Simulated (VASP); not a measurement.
# CoO (F-43m) in VASP: notebook, part 3 of 3

VASP 6.6.1. Earlier steps stand in the parts before.

## (5) Single point, PBE+U, collinear spin, ferromagnetic start

This run uses another cell than the first one, of 9.98 Å³/atom.

INCAR

```
SYSTEM = CoO
  PREC = Accurate
  ENCUT = 520
  EDIFF = 1E-6
  ISMEAR = 0
  SIGMA = 0.02
  LREAL = .FALSE.
  LASPH = .TRUE.
  NELM = 150
  ALGO = Normal
  ISIF = 2
  LWAVE = .FALSE.
  LCHARG = .TRUE.
  ISPIN = 2
  MAGMOM = 3 0
  LORBIT = 11
  LMAXMIX = 4
  LDAU = .TRUE.
  LDAUTYPE = 2
  LDAUL = 2 -1
  LDAUU = 3.32 0
  LDAUJ = 0 0
  LDAUPRINT = 1
  GGA = PE
  LELF = .TRUE.
  LVHAR = .TRUE.
  NBANDS = 18
```

KPOINTS

```
regular mesh
0
G
  14 14 14
  0 0 0
```

POSCAR

```
CoO
1.0
    0.0000000000      2.1530055825      2.1530055825
    2.1530055825      0.0000000000      2.1530055825
    2.1530055825      2.1530055825      0.0000000000
Co O
1 1
Direct
    0.0000000000      0.0000000000      0.0000000000
    0.2500000000      0.2500000000      0.2500000000
```

Potentials or basis: VASP PAW PBE potentials, release 64 (Co, O).

Launch:

```
$ cat potpaw_PBE.64/Co/POTCAR potpaw_PBE.64/O/POTCAR > POTCAR
$ mpirun -np 1 vasp_std > vasp.out
```

OUTCAR:

```text
SYSTEM = CoO
   PREC = Accurate
   ENCUT = 520
   EDIFF = 1E-6
   ISMEAR = 0
   LREAL = .FALSE.
   LASPH = .TRUE.
   NELM = 150
   ISIF = 2
   ISPIN = 2
   LORBIT = 11
   GGA = PE

 ion  position               nearest neighbor table
   1  0.000  0.000  0.000-   2 1.86   2 1.86   2 1.86   2 1.86
   2  0.250  0.250  0.250-   1 1.86   1 1.86   1 1.86   1 1.86

  LATTYP: Found a face centered cubic cell.
 ALAT       =     4.3060111650

  Lattice vectors:

 A1 = (   0.0000000000,   2.1530055825,   2.1530055825)
 A2 = (   2.1530055825,   0.0000000000,   2.1530055825)
 A3 = (   2.1530055825,   2.1530055825,   0.0000000000)

Analysis of symmetry for initial positions (statically):
=====================================================================
 Subroutine PRICEL returns:
 Original cell was already a primitive cell.

 Routine SETGRP: Setting up the symmetry group for a
 face centered cubic supercell.

 Subroutine GETGRP returns: Found 24 space group operations
 (whereof 24 operations were pure point group operations)
 out of a pool of 48 trial point group operations.

The static configuration has the point symmetry T_d .

Analysis of symmetry for dynamics (positions and initial velocities):
=====================================================================
 Subroutine PRICEL returns:
 Original cell was already a primitive cell.

 Routine SETGRP: Setting up the symmetry group for a
 face centered cubic supercell.

 Subroutine GETGRP returns: Found 24 space group operations
 (whereof 24 operations were pure point group operations)
 out of a pool of 48 trial point group operations.

The dynamic configuration has the point symmetry T_d .

[... 183 lines left out ...]
  o =  1.0016  v =  0.0000 -0.9984  0.0000  0.0573  0.0000  0.0000  0.0000  0.0000  0.0000  0.0000      0.0000  0.0000  0.0000  0.0000  0.0000  0.0000  0.0000  0.0000  0.0000  0.0000
  o =  1.0016  v =  0.0000 -0.0573  0.0000 -0.9984  0.0000  0.0000  0.0000  0.0000  0.0000  0.0000      0.0000  0.0000  0.0000  0.0000  0.0000  0.0000  0.0000  0.0000  0.0000  0.0000
  o =  1.0016  v =  1.0000  0.0000  0.0000  0.0000  0.0000  0.0000  0.0000  0.0000  0.0000  0.0000      0.0000  0.0000  0.0000  0.0000  0.0000  0.0000  0.0000  0.0000  0.0000  0.0000

 number of electron      15.0000003 magnetization       2.9770691

 Free energy of the ion-electron system (eV)
  ---------------------------------------------------
  ext. energy  EPLUGINS =         0.00000000
  ---------------------------------------------------
  free energy    TOTEN  =       -11.63617378 eV

  energy without entropy =      -11.63610583  energy(sigma->0) =      -11.63613981

 E-fermi :   7.6418     XC(G=0): -11.8601

 val. band max:        7.6364146628   @ k =   0.5000   0.5000   0.0000
 cond. band min:       7.6642660138   @ k =  -0.4286   0.4286   0.0000
 fundamental gap:      0.0278513510
 Fermi energy:         7.6417673759

 spin component 1

 k-point     1 :       0.0000    0.0000    0.0000
  band No.  band energies     occupation
      1     -12.9403      1.00000
      2      -0.0611      1.00000
      3      -0.0611      1.00000
      4      -0.0610      1.00000
      5       4.0488      1.00000
      6       4.0490      1.00000
[... 1001 lines left out ...]
     17      35.7345      0.00000
     18      36.2628      0.00000

 [... further k-points ...]

------------------------ aborting loop because EDIFF is reached ----------------------------------------

  FORCE on cell =-STRESS in cart. coord.  units (eV):
  Direction    XX          YY          ZZ          XY          YZ          ZX
  --------------------------------------------------------------------------------------
  -------------------------------------------------------------------------------------
  Total        5.1536744      5.1536744      5.1536744     -0.0000000     -0.0000000     -0.0000000
  in kB      413.6776846    413.6776846    413.6776846     -0.0000000     -0.0000000     -0.0000000
  external PRESSURE =     413.6776846 kB  Pullay stress =       0.0000000 kB

 VOLUME and BASIS-vectors are now :
 -----------------------------------------------------------------------------
  energy-cutoff  :      520.00
  volume of cell :       19.96
      direct lattice vectors                 reciprocal lattice vectors
     0.000000000  2.153005583  2.153005583    -0.232233490  0.232233490  0.232233490
     2.153005583  0.000000000  2.153005583     0.232233490 -0.232233490  0.232233490
     2.153005583  2.153005583  0.000000000     0.232233490  0.232233490 -0.232233490

 POSITION                                       TOTAL-FORCE (eV/Angst)
 -----------------------------------------------------------------------------------
      0.00000      0.00000      0.00000        -0.000000      0.000000      0.000000
      1.07650      1.07650      1.07650         0.000000     -0.000000     -0.000000
 -----------------------------------------------------------------------------------
    total drift:                               -0.000000     -0.000000      0.000000

  FREE ENERGIE OF THE ION-ELECTRON SYSTEM (eV)
  ---------------------------------------------------
  free  energy   TOTEN  =       -11.6361737837 eV

  energy  without entropy=      -11.6361058326  energy(sigma->0) =      -11.63613981

 total charge

# of ion       s       p       d       tot
------------------------------------------
    1        0.415   0.592   7.325   8.333
    2        1.551   3.565   0.000   5.117
--------------------------------------------------
tot          1.967   4.158   7.325  13.450

 magnetization (x)

# of ion       s       p       d       tot
------------------------------------------
    1        0.020   0.072   2.556   2.647
    2        0.017   0.214   0.000   0.231
--------------------------------------------------
tot          0.037   0.286   2.556   2.879
```

OSZICAR:

```text
N       E                     dE             d eps       ncg     rms          rms(c)
DAV:   1     0.836113738596E+02    0.83611E+02   -0.70926E+03  7730   0.100E+03
DAV:   2    -0.842726960598E+01   -0.92039E+02   -0.80030E+02  7970   0.227E+02
DAV:   3    -0.135990603827E+02   -0.51718E+01   -0.50934E+01  8584   0.582E+01
DAV:   4    -0.136539346399E+02   -0.54874E-01   -0.54840E-01  8884   0.565E+00
DAV:   5    -0.136551343012E+02   -0.11997E-02   -0.11995E-02  8834   0.838E-01    0.217E+01
DAV:   6    -0.118869539213E+02    0.17682E+01   -0.19586E+01  8940   0.705E+01    0.214E+01
DAV:   7    -0.112257584795E+02    0.66120E+00   -0.45219E+00  8468   0.449E+01    0.113E+01
DAV:   8    -0.114720991432E+02   -0.24634E+00   -0.82874E-01  9110   0.637E+00    0.686E+00
DAV:   9    -0.115881940506E+02   -0.11609E+00   -0.59639E-01 10000   0.603E+00    0.996E-01
DAV:  10    -0.116261777690E+02   -0.37984E-01   -0.12121E-01  9012   0.582E+00    0.917E-01
DAV:  11    -0.116316900399E+02   -0.55123E-02   -0.23405E-02  9824   0.214E+00    0.687E-01
DAV:  12    -0.116349086572E+02   -0.32186E-02   -0.21164E-03  8848   0.786E-01    0.168E-01
DAV:  13    -0.116357603465E+02   -0.85169E-03   -0.85263E-04  9540   0.311E-01    0.134E-01
DAV:  14    -0.116361575630E+02   -0.39722E-03   -0.64399E-04  9706   0.256E-01    0.243E-02
DAV:  15    -0.116361714646E+02   -0.13902E-04   -0.51940E-05  9136   0.755E-02    0.115E-02
DAV:  16    -0.116361730576E+02   -0.15929E-05   -0.36516E-06  8538   0.212E-02    0.414E-03
DAV:  17    -0.116361737837E+02   -0.72612E-06   -0.40783E-07  6380   0.111E-02
   1 F= -.11636174E+02 E0= -.11636140E+02  d E =-.679510E-04  mag=     2.9772
```

stdout:

```text
POSCAR found type information on POSCAR CoO
 POSCAR found :  2 types and       2 ions
 scaLAPACK will be used
 LDA part: xc-table for (Slater+PW92), standard interpolation
 POSCAR, INCAR and KPOINTS ok, starting setup
 FFT: planning ... GRIDC
 FFT: planning ... GRID_SOFT
 FFT: planning ... GRID
 WAVECAR not read
 entering main loop
```

Wall time 59 s (1 thread of AMD EPYC 9R45 (Zen 5), shared host); peak memory 0.16 GiB.

What came out:

- Free energy: -11.6362 eV
- Pressure: 41.4 GPa
- Band gap on the k mesh: zero (filled and empty bands overlap)
- Net moment: 2.98 μB per cell
- Site moments: Co +2.65; O +0.23 μB
- Valence electrons inside the program's atomic spheres: Co 8.33; O 5.12

Levels at points of the mesh, in eV from the Fermi level:
Spin up:
```csv
k point,band 6,band 7,band 8,band 9,band 10,band 11,band 12,band 13
"(0.00, 0.00, 0.00)",-3.59,0.08,0.08,0.08,0.52,15.39,15.39,15.39
"(0.50, 0.00, 0.00)",-3.59,-3.59,-0.92,-0.92,6.48,7.63,14.32,14.32
"(0.50, 0.50, 0.00)",-3.19,-2.80,-2.80,-2.30,5.17,11.03,12.13,15.71
```
Spin down:
```csv
k point,band 2,band 3,band 4,band 5,band 6,band 7,band 8,band 9,band 10,band 11
"(0.00, 0.00, 0.00)",-4.99,-4.99,-4.99,-1.98,-1.97,1.32,4.34,4.34,4.34,15.89
"(0.50, 0.00, 0.00)",-7.06,-5.09,-5.09,-1.37,-1.37,1.61,3.24,3.24,7.09,9.13
"(0.50, 0.50, 0.00)",-7.55,-4.62,-4.62,-1.52,-0.89,-0.01,2.49,2.49,7.69,11.45
```

Eigenvalues of the final occupation matrices:
```
    site  spin  trace               eigenvalues
site 1 d     1   4.96  0.98 0.98 1.00 1.00 1.00
site 1 d     2   2.40  0.17 0.17 0.17 0.94 0.94
```

Caveat: the cell stands under pressure; a cell with one magnetic atom can't hold antiferromagnetic order, which such compounds often take.

## (6) Overview

| task | cell | k mesh | cutoff (eV) | smearing | gap on the mesh (eV) | pressure (GPa) | moment (μB) |
| --- | --- | --- | --- | --- | --- | --- | --- |
| single point | a = 3.126 Å, angles 60.0°, 2 atoms | 8 × 8 × 8 | 520 | gaussian 0.1 eV | 0.44 | 22.3 | 3.00 |
| single point | a = 3.278 Å, angles 60.0°, 2 atoms | 8 × 8 × 8 | 520 | gaussian 0.1 eV | 0.59 | -1.5 | 3.00 |
| relaxation of cell and atoms | relaxed from a = 3.126 Å, angles 60.0°, 2 atoms | 8 × 8 × 8 | 600 | gaussian 0.1 eV | 0.58 | 0.0 | 3.00 |
| single point | a = 3.045 Å, angles 60.0°, 2 atoms | 14 × 14 × 14 | 520 | gaussian 0.02 eV | none | 41.4 | 2.98 |

Alike in all rows: level PBE+U; potentials or basis VASP PAW PBE potentials, release 64 (Co, O); spin collinear, ferromagnetic start; Co d U = 3.32 eV.

Caveats: a cell with one magnetic atom can't hold antiferromagnetic order, which such compounds often take; the cell stands under pressure (at least some runs).

Absolute energies hang on the potentials; compare differences alone.
